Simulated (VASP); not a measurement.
# CdIn2O4 (Fd-3m) in VASP: settings compared, part 2 of 2

VASP 6.6.1. The steps go on from the part before.

## (3) Dielectric tensor, PBE

INCAR

```
PREC = Accurate ; ENCUT = 520
EDIFF = 1E-8 ; ISMEAR = 0
SIGMA = 0.03 ; LREAL = False
LASPH = True ; NELM = 80
ALGO = Normal ; ISIF = 2
LWAVE = False ; LCHARG = False
GGA = PE ; LEPSILON = True
KPAR = 4
```

KPOINTS

```
regular mesh
0
Monkhorst-Pack
  6 6 6
```

POSCAR

```
CdIn2O4                                 
1.0
    0.0000000000      4.6029269421      4.6029269421
    4.6029269421      0.0000000000      4.6029269421
    4.6029269421      4.6029269421      0.0000000000
  Cd              In              O             
     2     4     8
Direct
     0.0000000000000000    0.0000000000000000    0.0000000000000000
     0.2500000000000000    0.2500000000000000    0.2500000000000000
     0.6250000000000000    0.6250000000000000    0.6250000000000000
     0.1250000000000000    0.6250000000000000    0.6250000000000000
     0.6250000000000000    0.6250000000000000    0.1250000000000000
     0.6250000000000000    0.1250000000000000    0.6250000000000000
     0.8620871070017699    0.8620871070017699    0.8620871070017699
     0.8362613210053027    0.3879128929982301    0.3879128929982301
     0.8620871070017699    0.8620871070017699    0.4137386789946973
     0.3879128929982301    0.8362613210053027    0.3879128929982301
     0.4137386789946973    0.8620871070017699    0.8620871070017699
     0.3879128929982301    0.3879128929982301    0.3879128929982301
     0.8620871070017699    0.4137386789946973    0.8620871070017699
     0.3879128929982301    0.3879128929982301    0.8362613210053027
```

Potentials or basis: VASP PAW PBE potentials, release 64 (Cd, In_d, O).

Started as:

```console
> cat potpaw_PBE.64/Cd/POTCAR potpaw_PBE.64/In_d/POTCAR potpaw_PBE.64/O/POTCAR > POTCAR
> mpirun -np 4 vasp_std > vasp.out
```

OUTCAR:

```text
PREC = Accurate
   ENCUT = 520
   EDIFF = 1E-8
   ISMEAR = 0
   LREAL = False
   LASPH = True
   NELM = 80
   ISIF = 2
   GGA = PE
   LEPSILON = True

 ion  position               nearest neighbor table
   1  0.000  0.000  0.000-   7 2.20   9 2.20  11 2.20  13 2.20   4 3.82   5 3.82   3 3.82   4 3.82
                             6 3.82   4 3.82   5 3.82   6 3.82   3 3.82   5 3.82   6 3.82   3 3.82
   2  0.250  0.250  0.250-  12 2.20  10 2.20   8 2.20  14 2.20   5 3.82   6 3.82   4 3.82   3 3.82
                             4 3.82   6 3.82   3 3.82   4 3.82   5 3.82   3 3.82   5 3.82   6 3.82
   3  0.625  0.625  0.625-   8 2.19   9 2.19  10 2.19  11 2.19  13 2.19  14 2.19   4 3.25   5 3.25
                             6 3.25   5 3.25   6 3.25   4 3.25   1 3.82   2 3.82   1 3.82   2 3.82
   4  0.125  0.625  0.625-   9 2.19  10 2.19  13 2.19  14 2.19   7 2.19  12 2.19   3 3.25   5 3.25
                             6 3.25   3 3.25   5 3.25   6 3.25   2 3.82   1 3.82   2 3.82   2 3.82
   5  0.625  0.625  0.125-   8 2.19  10 2.19  11 2.19  13 2.19  12 2.19   7 2.19   3 3.25   3 3.25
                             4 3.25   6 3.25   6 3.25   4 3.25   2 3.82   2 3.82   1 3.82   1 3.82
   6  0.625  0.125  0.625-   8 2.19   9 2.19  11 2.19  14 2.19  12 2.19   7 2.19   3 3.25   5 3.25
                             3 3.25   4 3.25   5 3.25   4 3.25   2 3.82   2 3.82   2 3.82   1 3.82
   7  0.862  0.862  0.862-   4 2.19   6 2.19   5 2.19   1 2.20
   8  0.836  0.388  0.388-   5 2.19   6 2.19   3 2.19   2 2.20
   9  0.862  0.862  0.414-   4 2.19   6 2.19   3 2.19   1 2.20
  10  0.388  0.836  0.388-   4 2.19   5 2.19   3 2.19   2 2.20
  11  0.414  0.862  0.862-   5 2.19   6 2.19   3 2.19   1 2.20
  12  0.388  0.388  0.388-   4 2.19   6 2.19   5 2.19   2 2.20
  13  0.862  0.414  0.862-   4 2.19   5 2.19   3 2.19   1 2.20
  14  0.388  0.388  0.836-   4 2.19   6 2.19   3 2.19   2 2.20

[... 2148 lines left out ...]
           0.000000     4.863334    -0.000000
           0.000000     0.000000     4.863334
 ------------------------------------------------------

 PIEZOELECTRIC TENSOR (including local field effects)  for field in x, y, z        (e  Angst)
          XX          YY          ZZ          XY          YZ          ZX
  --------------------------------------------------------------------------------
  x     0.00000     0.00000     0.00000     0.00000    -0.00000     0.00000
  y    -0.00000     0.00000     0.00000     0.00000    -0.00000    -0.00000
  z     0.00000     0.00000     0.00000    -0.00000     0.00000     0.00000

 PIEZOELECTRIC TENSOR (including local field effects)  for field in x, y, z        (C/m^2)
          XX          YY          ZZ          XY          YZ          ZX
  --------------------------------------------------------------------------------
  x     0.00000     0.00000     0.00000     0.00000    -0.00000     0.00000
  y    -0.00000     0.00000     0.00000     0.00000    -0.00000    -0.00000
  z     0.00000     0.00000     0.00000    -0.00000     0.00000     0.00000

 BORN EFFECTIVE CHARGES (including local field effects) (in |e|, cummulative output)
 ---------------------------------------------------------------------------------
 ion    1
    1     2.46832     0.00000     0.00000
    2     0.00000     2.46832     0.00000
    3     0.00000    -0.00000     2.46832
 ion    2
    1     2.46832     0.00000     0.00000
    2     0.00000     2.46832     0.00000
    3     0.00000    -0.00000     2.46832
 ion    3
    1     3.07341     0.30642     0.30642
    2     0.30642     3.07341     0.30642
    3     0.30642     0.30642     3.07341
 ion    4
    1     3.07341    -0.30642    -0.30642
    2    -0.30642     3.07341     0.30642
    3    -0.30642     0.30642     3.07341
 ion    5
[... 24 lines left out ...]
    1    -2.15379     0.15261     0.15261
    2     0.15261    -2.15379    -0.15261
    3     0.15261    -0.15261    -2.15379
 ion   12
    1    -2.15379    -0.15261    -0.15261
    2    -0.15261    -2.15379    -0.15261
    3    -0.15261    -0.15261    -2.15379
 ion   13
    1    -2.15379     0.15261    -0.15261
    2     0.15261    -2.15379     0.15261
    3    -0.15261     0.15261    -2.15379
 ion   14
    1    -2.15379    -0.15261     0.15261
    2    -0.15261    -2.15379     0.15261
    3     0.15261     0.15261    -2.15379
```

Wall time 23 min (4 MPI ranks of Intel Xeon 6975P-C (Granite Rapids), shared host); peak memory 1.9 GiB.

Results:

| Item | Value |
| --- | --- |
| Electronic dielectric tensor (diagonal) | 4.86 |
| Born charges (mean of the diagonal) | Cd +2.47; In +3.07; O -2.15 e |

Levels at points of the mesh, in eV from the valence-band top:
```
           k point  band 59  band 60  band 61  band 62  band 63  band 64  band 65  band 66
(0.08, 0.08, 0.08)    -0.13    -0.11    -0.07    -0.07     1.25     5.10     5.76     5.76
```

Electronic dielectric tensor:
```
4.86 0.00 0.00
0.00 4.86 0.00
0.00 0.00 4.86
```

Born effective charge tensors (e):
atom 1, Cd
```
2.47 0.00 0.00
0.00 2.47 0.00
0.00 0.00 2.47
```
atom 2, Cd
```
2.47 0.00 0.00
0.00 2.47 0.00
0.00 0.00 2.47
```
atom 3, In
```
3.07 0.31 0.31
0.31 3.07 0.31
0.31 0.31 3.07
```
atom 4, In
```
 3.07 -0.31 -0.31
-0.31  3.07  0.31
-0.31  0.31  3.07
```
atom 5, In
```
 3.07  0.31 -0.31
 0.31  3.07 -0.31
-0.31 -0.31  3.07
```
atom 6, In
```
 3.07 -0.31  0.31
-0.31  3.07 -0.31
 0.31 -0.31  3.07
```
atom 7, O
```
-2.15 -0.15 -0.15
-0.15 -2.15 -0.15
-0.15 -0.15 -2.15
```
atom 8, O
```
-2.15  0.15  0.15
 0.15 -2.15 -0.15
 0.15 -0.15 -2.15
```
atom 9, O
```
-2.15 -0.15  0.15
-0.15 -2.15  0.15
 0.15  0.15 -2.15
```
atom 10, O
```
-2.15  0.15 -0.15
 0.15 -2.15  0.15
-0.15  0.15 -2.15
```
atom 11, O
```
-2.15  0.15  0.15
 0.15 -2.15 -0.15
 0.15 -0.15 -2.15
```
atom 12, O
```
-2.15 -0.15 -0.15
-0.15 -2.15 -0.15
-0.15 -0.15 -2.15
```
atom 13, O
```
-2.15  0.15 -0.15
 0.15 -2.15  0.15
-0.15  0.15 -2.15
```
atom 14, O
```
-2.15 -0.15  0.15
-0.15 -2.15  0.15
 0.15  0.15 -2.15
```

Caveat: spin-orbit coupling is left out, which moves the levels of the heavy elements.

## (4) Optical spectrum, PBE

INCAR

```
PREC = Accurate ; ENCUT = 520
EDIFF = 1E-6 ; ISMEAR = 0
SIGMA = 0.03 ; LREAL = False
LASPH = True ; NELM = 80
ALGO = Normal ; ISIF = 2
LWAVE = False ; LCHARG = False
GGA = PE ; LOPTICS = True
NBANDS = 86 ; NEDOS = 2000
CSHIFT = 0.05 ; KPAR = 4
```

KPOINTS

```
regular mesh
0
Gamma
  6 6 6
```

POSCAR is that of step 3.

Potentials or basis: VASP PAW PBE potentials, release 64 (Cd, In_d, O).

Started as:

```console
> cat potpaw_PBE.64/Cd/POTCAR potpaw_PBE.64/In_d/POTCAR potpaw_PBE.64/O/POTCAR > POTCAR
> mpirun -np 4 vasp_std > vasp.out
```

OUTCAR:

```text
PREC = Accurate
   ENCUT = 520
   EDIFF = 1E-6
   ISMEAR = 0
   LREAL = False
   LASPH = True
   NELM = 80
   ISIF = 2
   GGA = PE

 ion  position               nearest neighbor table
   1  0.000  0.000  0.000-   7 2.20   9 2.20  11 2.20  13 2.20   4 3.82   5 3.82   3 3.82   4 3.82
                             6 3.82   4 3.82   5 3.82   6 3.82   3 3.82   5 3.82   6 3.82   3 3.82
   2  0.250  0.250  0.250-  12 2.20  10 2.20   8 2.20  14 2.20   5 3.82   6 3.82   4 3.82   3 3.82
                             4 3.82   6 3.82   3 3.82   4 3.82   5 3.82   3 3.82   5 3.82   6 3.82
   3  0.625  0.625  0.625-   8 2.19   9 2.19  10 2.19  11 2.19  13 2.19  14 2.19   4 3.25   5 3.25
                             6 3.25   5 3.25   6 3.25   4 3.25   1 3.82   2 3.82   1 3.82   2 3.82
   4  0.125  0.625  0.625-   9 2.19  10 2.19  13 2.19  14 2.19   7 2.19  12 2.19   3 3.25   5 3.25
                             6 3.25   3 3.25   5 3.25   6 3.25   2 3.82   1 3.82   2 3.82   2 3.82
   5  0.625  0.625  0.125-   8 2.19  10 2.19  11 2.19  13 2.19  12 2.19   7 2.19   3 3.25   3 3.25
                             4 3.25   6 3.25   6 3.25   4 3.25   2 3.82   2 3.82   1 3.82   1 3.82
   6  0.625  0.125  0.625-   8 2.19   9 2.19  11 2.19  14 2.19  12 2.19   7 2.19   3 3.25   5 3.25
                             3 3.25   4 3.25   5 3.25   4 3.25   2 3.82   2 3.82   2 3.82   1 3.82
   7  0.862  0.862  0.862-   4 2.19   6 2.19   5 2.19   1 2.20
   8  0.836  0.388  0.388-   5 2.19   6 2.19   3 2.19   2 2.20
   9  0.862  0.862  0.414-   4 2.19   6 2.19   3 2.19   1 2.20
  10  0.388  0.836  0.388-   4 2.19   5 2.19   3 2.19   2 2.20
  11  0.414  0.862  0.862-   5 2.19   6 2.19   3 2.19   1 2.20
  12  0.388  0.388  0.388-   4 2.19   6 2.19   5 2.19   2 2.20
  13  0.862  0.414  0.862-   4 2.19   5 2.19   3 2.19   1 2.20
[... 1481 lines left out ...]
  ---------------------------------------------------
  free  energy   TOTEN  =       -71.5476710799 eV

  energy  without entropy=      -71.5476710799  energy(sigma->0) =      -71.54767108

 electrical conductivity sigma (Mega S m-1) (frequency dependency in vasprun.xml)
  --------------------------------------------------------------------------------------
       0.000      -0.000      -0.000
      -0.000       0.000       0.000
      -0.000       0.000       0.000

  frequency dependent IMAGINARY DIELECTRIC FUNCTION (independent particle, no local field effects) density-density
     E(ev)      X         Y         Z        XY        YZ        ZX
  --------------------------------------------------------------------------------------------------------------
     0.00000     0.00000     0.00000     0.00000     0.00000     0.00000     0.00000
     0.37422     0.01042     0.01042     0.01042     0.00000    -0.00000    -0.00000
     0.74844     0.02675     0.02675     0.02675     0.00000    -0.00000    -0.00000
     1.12265     0.08209     0.08209     0.08209     0.00000    -0.00000    -0.00000
     1.49687     1.60300     1.60300     1.60300     0.00000     0.00000    -0.00000
     1.87109     0.62429     0.62429     0.62429     0.00000     0.00000     0.00000
[... 92 lines left out ...]
    36.67338     0.00060     0.00060     0.00060    -0.00000    -0.00000    -0.00000
    37.04759     0.00057     0.00057     0.00057    -0.00000    -0.00000    -0.00000

  frequency dependent      REAL DIELECTRIC FUNCTION (independent particle, no local field effects) density-density
     E(ev)        X           Y           Z          XY          YZ          ZX
  --------------------------------------------------------------------------------------------------------------
     0.00000     4.49794     4.49794     4.49794     0.00000    -0.00000    -0.00000
     0.37422     4.53550     4.53550     4.53550    -0.00000     0.00000    -0.00000
     0.74844     4.66700     4.66700     4.66700    -0.00000     0.00000    -0.00000
     1.12265     5.01075     5.01075     5.01075    -0.00000     0.00000    -0.00000
     1.49687     4.20771     4.20771     4.20771    -0.00000     0.00000    -0.00000
     1.87109     4.94631     4.94631     4.94631    -0.00000     0.00000    -0.00000
[... 92 lines left out ...]
    36.67338     0.81494     0.81494     0.81494     0.00000    -0.00000     0.00000
    37.04759     0.81931     0.81931     0.81931     0.00000    -0.00000     0.00000

  frequency dependent IMAGINARY DIELECTRIC FUNCTION (independent particle, no local field effects) current-current
     E(ev)      X         Y         Z        XY        YZ        ZX
  --------------------------------------------------------------------------------------------------------------
     0.00000    18.69546    18.69546    18.69546    -0.00000    -0.00000     0.00000
     0.37422     0.95519     0.95519     0.95519    -0.00000    -0.00000     0.00000
     0.74844     0.51674     0.51674     0.51674    -0.00000    -0.00000     0.00000
     1.12265     0.43958     0.43958     0.43958    -0.00000    -0.00000     0.00000
     1.49687     1.80238     1.80238     1.80238    -0.00000    -0.00000     0.00000
     1.87109     0.83462     0.83462     0.83462    -0.00000    -0.00000     0.00000
[... 92 lines left out ...]
    36.67338     0.00009     0.00009     0.00009     0.00000    -0.00000     0.00000
    37.04759     0.00008     0.00008     0.00008     0.00000    -0.00000     0.00000

  frequency dependent      REAL DIELECTRIC FUNCTION (independent particle, no local field effects) current-current
     E(ev)        X           Y           Z          XY          YZ          ZX
  --------------------------------------------------------------------------------------------------------------
     0.00000     4.49540     4.49540     4.49540    -0.00000    -0.00000     0.00000
     0.37422     4.53271     4.53271     4.53271    -0.00000    -0.00000     0.00000
     0.74844     4.66349     4.66349     4.66349    -0.00000    -0.00000     0.00000
     1.12265     5.00397     5.00397     5.00397    -0.00000    -0.00000     0.00000
     1.49687     4.09376     4.09376     4.09376    -0.00000    -0.00000     0.00000
     1.87109     4.91399     4.91399     4.91399    -0.00000    -0.00000     0.00000
[... 92 lines left out ...]
    36.67338     0.81495     0.81495     0.81495    -0.00000     0.00000    -0.00000
    37.04759     0.81932     0.81932     0.81932    -0.00000     0.00000    -0.00000
```

stdout:

```text
POSCAR found type information on POSCAR CdInO
 POSCAR found :  3 types and      14 ions
 scaLAPACK will be used
 LDA part: xc-table for (Slater+PW92), standard interpolation
 POSCAR, INCAR and KPOINTS ok, starting setup
 FFT: planning ... GRIDC
 FFT: planning ... GRID_SOFT
 FFT: planning ... GRID
 WAVECAR not read
 entering main loop
 optical routines
 imaginary and real dielectric function
 recalculating local potential from charge density
 direction            1
 direction            2
 direction            3
```

Wall time 56 s (4 MPI ranks of Intel Xeon 6975P-C (Granite Rapids), shared host); peak memory 0.69 GiB.

Results:

| Property | Result |
| --- | --- |
| Free energy | -71.5477 eV |
| Pressure | 5.8 GPa |
| Largest force | 0.081 eV/Å |
| Band gap on the k mesh | 1.05 eV (least direct gap 1.12 eV) |

Forces on the atoms (eV/Å):
```
Cd   0.000  0.000  0.000
Cd   0.000  0.000  0.000
In   0.000  0.000  0.000
In   0.000  0.000  0.000
In   0.000  0.000  0.000
In   0.000  0.000  0.000
O    0.047  0.047  0.047
O   -0.047  0.047  0.047
O   -0.047 -0.047  0.047
O    0.047 -0.047  0.047
O    0.047 -0.047 -0.047
O   -0.047 -0.047 -0.047
O   -0.047  0.047 -0.047
O    0.047  0.047 -0.047
```

Levels at points of the mesh, in eV from the valence-band top:
```csv
k point,band 58,band 59,band 60,band 61,band 62,band 63,band 64,band 65,band 66,band 67
"(0.00, 0.00, 0.00)",-0.10,-0.10,-0.10,-0.06,-0.06,1.05,5.06,5.71,5.71,5.71
"(0.50, 0.00, 0.00)",-0.33,-0.30,-0.30,0.00,0.00,3.75,3.93,5.97,6.58,6.60
"(0.50, 0.50, 0.00)",-0.70,-0.20,-0.20,-0.08,-0.08,4.54,4.54,6.03,6.03,6.60
```

Dielectric function (mean over the directions given):
```
energy (eV)  real part  imaginary part
       0.28       4.52            0.01
       0.94       4.79            0.04
       1.59       4.54            0.49
       2.25       3.69            1.55
       2.90       5.08            2.04
       3.65       3.59            1.29
       4.30       4.35            1.85
       4.96       3.20            2.64
       5.61       2.32            2.80
       6.36       3.21            2.78
       7.02       2.60            2.69
       7.67       2.29            2.93
       8.33       2.00            2.92
       9.07       1.42            3.77
       9.73       0.70            3.15
      10.38       0.34            2.89
      11.04       0.49            2.72
      11.79       0.19            2.68
      12.44       0.49            2.43
      13.10      -0.09            3.13
      13.75      -1.48            2.70
      14.50      -1.39            0.84
      15.16      -0.78            0.61
      15.81      -0.52            0.44
      16.47      -0.26            0.36
      17.21      -0.11            0.17
      17.87       0.10            0.11
      18.52       0.23            0.19
      19.18       0.26            0.19
      19.93       0.34            0.10
```

Caveat: independent-particle spectra lack excitons; the cell stands under pressure; spin-orbit coupling is left out, which moves the levels of the heavy elements. A k mesh can miss the band edges.

## (5) Overview

| task | level | monkhorst-Pack mesh | gap on the mesh (eV) |
| --- | --- | --- | --- |
| band structure | TB-mBJ | - | 3.07 |
| dielectric tensor | PBE | yes | - |
| optical spectrum | PBE | - | 1.05 |

Alike in all rows: potentials or basis VASP PAW PBE potentials, release 64 (Cd, In_d, O); no spin polarisation; cell as given; k mesh 6 × 6 × 6; cutoff (eV) 520; smearing gaussian 0.03 eV.

Caveats: spin-orbit coupling is left out, which moves the levels of the heavy elements; independent-particle spectra lack excitons (at least some runs); the cell stands under pressure (at least some runs).

Absolute energies hang on the potentials; compare differences alone.
